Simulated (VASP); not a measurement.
# Sc (P6_3/mmc) in VASP: single point with PBEsol

Aim: the single point of Sc with PBEsol.

All numbers are computed with VASP 6.6.1; they aren't measurements. Logs are shortened: lines on timing, memory, paths and dates and some standing lists are left out, and cuts for length are marked.

## Step 1: The cell of the first run

It takes space group P6_3/mmc (No. 194, hexagonal). The conventional cell has a = 3.277 Å, b = 3.277 Å, c = 5.083 Å, α = 90.00°, β = 90.00°, γ = 120.00°. Sc (site symmetry -6m2) has 12 Sc at 3.17 to 3.28 Å within 4.2 Å.

## Step 2: Single point, PBEsol

Contents of INCAR:

```
ALGO = Normal
EDIFF = 1E-7
ENCUT = 520
GGA = PS
ISIF = 2
ISMEAR = 0
LASPH = T
LCHARG = F
LREAL = F
LWAVE = F
NBANDS = 18
NELM = 60
PREC = Accurate
SIGMA = 0.1
```

Contents of KPOINTS:

```
k-points
0
Gamma
  15 15 8
```

Contents of POSCAR:

```
Sc
1.0
    3.2769193512      0.0000000000      0.0000000000
   -1.6384596756      2.8378954043      0.0000000000
    0.0000000000      0.0000000000      5.0825078102
Sc
2
Direct
    0.3333333333      0.6666666667      0.2500000000
    0.6666666667      0.3333333333      0.7500000000
```

Potentials or basis: VASP PAW PBE potentials, release 64 (Sc_sv).

Started as:

```sh
$ cat potpaw_PBE.64/Sc_sv/POTCAR > POTCAR
$ mpirun -np 1 vasp_std > vasp.out
```

OUTCAR:

```text
EDIFF = 1E-7
   ENCUT = 520
   GGA = PS
   ISIF = 2
   ISMEAR = 0
   LASPH = T
   LREAL = F
   NELM = 60
   PREC = Accurate

 ion  position               nearest neighbor table
   1  0.333  0.667  0.250-   2 3.17   2 3.17   2 3.17   2 3.17   2 3.17   2 3.17
   2  0.667  0.333  0.750-   1 3.17   1 3.17   1 3.17   1 3.17   1 3.17   1 3.17

  LATTYP: Found a hexagonal cell.
 ALAT       =     3.2769193512
 C/A-ratio  =     1.5510017994

  Lattice vectors:

 A1 = (   3.2769193512,   0.0000000000,   0.0000000000)
 A2 = (  -1.6384596756,   2.8378954043,   0.0000000000)
 A3 = (   0.0000000000,   0.0000000000,   5.0825078102)

Analysis of symmetry for initial positions (statically):
=====================================================================
 Subroutine PRICEL returns:
 Original cell was already a primitive cell.

 Routine SETGRP: Setting up the symmetry group for a
 hexagonal supercell.

 Subroutine GETGRP returns: Found 24 space group operations
 (whereof 12 operations were pure point group operations)
 out of a pool of 24 trial point group operations.

The static configuration has the point symmetry D_3d.
 The point group associated with its full space group is D_6h.

Analysis of symmetry for dynamics (positions and initial velocities):
=====================================================================
 Subroutine PRICEL returns:
 Original cell was already a primitive cell.

 Routine SETGRP: Setting up the symmetry group for a
 hexagonal supercell.

 Subroutine GETGRP returns: Found 24 space group operations
 (whereof 12 operations were pure point group operations)
 out of a pool of 24 trial point group operations.

The dynamic configuration has the point symmetry D_3d.
 The point group associated with its full space group is D_6h.

 Subroutine INISYM returns: Found 24 space group operations
 (whereof 12 operations are pure point group operations),
 and found     1 'primitive' translations

----------------------------------------------------------------------------------------

                                     Primitive cell

  volume of cell :      47.2651

  direct lattice vectors                    reciprocal lattice vectors
     3.276919351  0.000000000  0.000000000     0.305164666  0.176186902  0.000000000
    -1.638459676  2.837895404  0.000000000     0.000000000  0.352373804  0.000000000
     0.000000000  0.000000000  5.082507810     0.000000000  0.000000000  0.196753264

[... 81 lines left out ...]
   ENCUT  =  520.0 eV  38.22 Ry    6.18 a.u.   6.09  6.09  9.45*2*pi/ulx,y,z
   NELM   =     60;   NELMIN=  2; NELMDL= -5     # of ELM steps
   EDIFF  = 0.1E-06   stopping-criterion for ELM
   LREAL  =      F    real-space projection
   EDIFFG = 0.1E-05   stopping-criterion for IOM
   NSW    =      0    number of steps for IOM
   IBRION =     -1    ionic relax: 0-MD 1-quasi-New 2-CG
   NFREE  =      0    steps in history (QN), initial steepest desc. (CG)
   ISIF   =      2    stress and relaxation
   ISYM   =      2    0-nonsym 1-usesym 2-fastsym
   POTIM  = 0.5000    time-step for ionic-motion
   TEBEG  =    0.0;   TEEND  =   0.0 temperature during run
   PSTRESS=    0.0 pullay stress
   NELECT =      22.0000    total number of electrons
   NUPDOWN=      -1.0000    fix difference up-down
   EMIN   =  10.00;   EMAX   =-10.00  energy-range for DOS
   EFERMI =   0.00;   METHOD = LEGACY
   ISMEAR =     0;   SIGMA  =   0.10  broadening in eV -4-tet -1-fermi 0-gaus
   EFERMI_NEDOS =   21; number of points for ismear=-14 and -15
   IALGO  =     38    algorithm
   IMIX   =      4    mixing-type and parameters
     AMIX     =   0.40;   BMIX     =  1.00
     AMIX_MAG =   1.60;   BMIX_MAG =  1.00
  volume/ion in A,a.u.               =      23.63       159.48
  Fermi-wavevector in a.u.,A,eV,Ry     =   1.268729  2.397551 21.900947  1.609674
  Thomas-Fermi vector in A             =   2.401809
   LORBIT       =      0    0 simple, 1 ext, 2 COOP (PROOUT), +10 PAW based schemes
   GGA     = PS    functional components
   LHFCALC =     F    Hartree Fock is set to
   AEXX    =    0.0000 exact exchange contribution
   IVDW    =     0    specifies the selected vdW correction
   LEPSILON=     F    determine dielectric tensor
   LRPA    =     F    only Hartree local field effects (RPA)
 non-spin polarized calculation
 Gauss-broadening in eV      SIGMA  =   0.10
  energy-cutoff  :      520.00
  volume of cell :       47.27
 maximum number of plane-waves:      1296
   NGX = 13   NGY = 13   NGZ = 19

 number of electron      22.0000008 magnetization

 Free energy of the ion-electron system (eV)
  ---------------------------------------------------
  ext. energy  EPLUGINS =         0.00000000
  ---------------------------------------------------
  free energy    TOTEN  =       -13.22100737 eV

  energy without entropy =      -13.20185699  energy(sigma->0) =      -13.21143218

 E-fermi :   3.8193     XC(G=0): -10.1627

 val. band max:        3.8139088342   @ k =   0.4000   0.2000   0.3750
 cond. band min:       3.8291587285   @ k =   0.4000   0.2000   0.3750
 fundamental gap:      0.0152498943
 Fermi energy:         3.8192913111

 k-point     1 :       0.0000    0.0000    0.0000
  band No.  band energies     occupation
      1     -45.2755      2.00000
      2     -45.1873      2.00000
      3     -24.2388      2.00000
      4     -23.8377      2.00000
      5     -23.8377      2.00000
      6     -23.7588      2.00000
[... 481 lines left out ...]
      5     -23.9886      2.00000
      6     -23.9842      2.00000
[... 10 lines left out ...]
     17       7.7917      0.00000
     18       7.9277      0.00000

 [... further k-points ...]

------------------------ aborting loop because EDIFF is reached ----------------------------------------

  FORCE on cell =-STRESS in cart. coord.  units (eV):
  Direction    XX          YY          ZZ          XY          YZ          ZX
  --------------------------------------------------------------------------------------
  -------------------------------------------------------------------------------------
  Total        0.0038339      0.0038339      0.0037142      0.0000000      0.0000000      0.0000000
  in kB        0.1299592      0.1299592      0.1259033      0.0000000      0.0000000      0.0000000
  external PRESSURE =       0.1286073 kB  Pullay stress =       0.0000000 kB

 VOLUME and BASIS-vectors are now :
 -----------------------------------------------------------------------------
  energy-cutoff  :      520.00
  volume of cell :       47.27
      direct lattice vectors                 reciprocal lattice vectors
     3.276919351  0.000000000  0.000000000     0.305164666  0.176186902  0.000000000
    -1.638459676  2.837895404  0.000000000     0.000000000  0.352373804  0.000000000
     0.000000000  0.000000000  5.082507810     0.000000000  0.000000000  0.196753264

 POSITION                                       TOTAL-FORCE (eV/Angst)
 -----------------------------------------------------------------------------------
     -0.00000      1.89193      1.27063        -0.000000     -0.000000      0.000000
      1.63846      0.94597      3.81188         0.000000      0.000000      0.000000
 -----------------------------------------------------------------------------------
    total drift:                               -0.000000      0.000000     -0.000000

  FREE ENERGIE OF THE ION-ELECTRON SYSTEM (eV)
  ---------------------------------------------------
  free  energy   TOTEN  =       -13.2210073697 eV

  energy  without entropy=      -13.2018569950  energy(sigma->0) =      -13.21143218
```

OSZICAR:

```text
N       E                     dE             d eps       ncg     rms          rms(c)
DAV:   1     0.351884873209E+03    0.35188E+03   -0.11035E+04  4868   0.131E+03
DAV:   2     0.611635687252E+01   -0.34577E+03   -0.33881E+03  5908   0.538E+02
DAV:   3    -0.142271694285E+02   -0.20344E+02   -0.19576E+02  7926   0.154E+02
DAV:   4    -0.147008070855E+02   -0.47364E+00   -0.46947E+00  7284   0.213E+01
DAV:   5    -0.147067900871E+02   -0.59830E-02   -0.59803E-02  8290   0.257E+00    0.825E+00
DAV:   6    -0.134069072199E+02    0.12999E+01   -0.28946E+00  6392   0.190E+01    0.246E+00
DAV:   7    -0.132338028782E+02    0.17310E+00   -0.74408E-01  6520   0.874E+00    0.834E-01
DAV:   8    -0.132223909682E+02    0.11412E-01   -0.29146E-02  5890   0.217E+00    0.246E-01
DAV:   9    -0.132209915447E+02    0.13994E-02   -0.71032E-03  6774   0.890E-01    0.175E-02
DAV:  10    -0.132210090331E+02   -0.17488E-04   -0.99532E-05  7272   0.134E-01    0.705E-03
DAV:  11    -0.132210062732E+02    0.27599E-05   -0.28249E-06  7840   0.187E-02    0.181E-03
DAV:  12    -0.132210075866E+02   -0.13134E-05   -0.24074E-07  5040   0.494E-03    0.814E-04
DAV:  13    -0.132210073698E+02    0.21675E-06   -0.22060E-08  3472   0.240E-03    0.916E-05
DAV:  14    -0.132210073697E+02    0.14643E-09   -0.61641E-09  3212   0.168E-03
   1 F= -.13221007E+02 E0= -.13211432E+02  d E =-.191504E-01
```

It took 82 s on 1 thread of Intel Xeon Platinum 8488C (Sapphire Rapids), shared host; peak memory 0.22 GiB.

What came out:

* Free energy: -13.2210 eV
* Pressure: 0.0 GPa
* Band gap on the k mesh: zero (bands 11 and 12 overlap by 1.58 eV)

Caveat: the PAW data sets were made with another functional, which shifts forces and pressure a little.
